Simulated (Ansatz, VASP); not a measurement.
# La3N: VASP beside Ansatz

```
CELL_PARAMETERS angstrom
4.56469 0.00000 0.00000
0.00000 4.56469 0.00000
0.00000 0.00000 4.56469
ATOMIC_POSITIONS crystal
La 0.00000 0.50000 0.50000
La 0.50000 0.00000 0.50000
La 0.50000 0.50000 0.00000
N 0.00000 0.00000 0.00000
```

Change from the starting cell: species swapped into the NbZn3 type (Pm-3m, No. 221).

Alike in both runs: task relaxation of cell and atoms; functional PBE; k mesh 10 × 10 × 10; occupations gaussian, width 0.1 eV; no spin polarisation.

|  | VASP | Ansatz |
| --- | --- | --- |
| version | VASP 6.6.1 | Ansatz 0.2.0 |
| potentials or method | VASP PAW PBE potentials, release 64 (La, N), cutoff 600 eV | scalar-relativistic, plane waves, PAW |
| valence electrons in the cell | 38 | 38 |

|  | VASP | Ansatz | Ansatz less VASP |
| --- | --- | --- | --- |
| gap on the k mesh at the Fermi level, each at its own relaxed structure (eV) | none | none | - |
| relaxed volume (Å³/atom) | 23.46 | 23.51 | +0.054 |
| relaxed length of the cell vector where the two differ most in proportion (Å) | 4.544 | 4.547 | +0.0035 |

A gap of «none» marks a metal or a gap that the smearing closes.

Neither program's run includes spin-orbit coupling. Noted on VASP's run: too few bands were computed for a metal, which touches its energy and stress.
